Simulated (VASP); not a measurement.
Ge, 1 atom in the cell. It takes space group I4/mmm (No. 139, tetragonal). The conventional cell has a = 3.217 Å, b = 3.217 Å, c = 3.746 Å, α = 90.00°, β = 90.00°, γ = 90.00°. Ge (site symmetry 4/mmm) has 14 Ge at 2.95 to 3.75 Å within 3.9 Å. 

| Quantity | Value |
| --- | --- |
| Program | VASP 6.6.1 |
| Task | single point |
| Functional | r2SCAN |
| Potentials or basis | VASP PAW PBE potentials, release 64 (Ge_d) |
| Cutoff | 520 eV |
| k mesh | 12 × 12 × 12 |
| Occupations | fermi-dirac, width 0.05 eV |
| Spin | no spin polarisation |
| Dipole correction | no |
| Further INCAR settings | ALGO = Normal; EDIFF = 1e-07; NBANDS = 13 |

Potentials or basis: VASP PAW PBE potentials, release 64 (Ge_d).

Launch:

```console
$ cat potpaw_PBE.64/Ge_d/POTCAR > POTCAR
$ cp INCAR.step1 INCAR
$ mpirun -np 1 vasp_std > vasp.out
$ cp INCAR.step2 INCAR
$ mpirun -np 1 vasp_std > vasp.out
```

Hardware: 1 thread of Intel Xeon 8259CL, on a shared host.

Q: How long does it take, and how much memory?

A: Run time: 3.1 min on 1 thread of Intel Xeon 8259CL, with other jobs on the host, peak memory 0.17 GiB. Counts: k points 163.
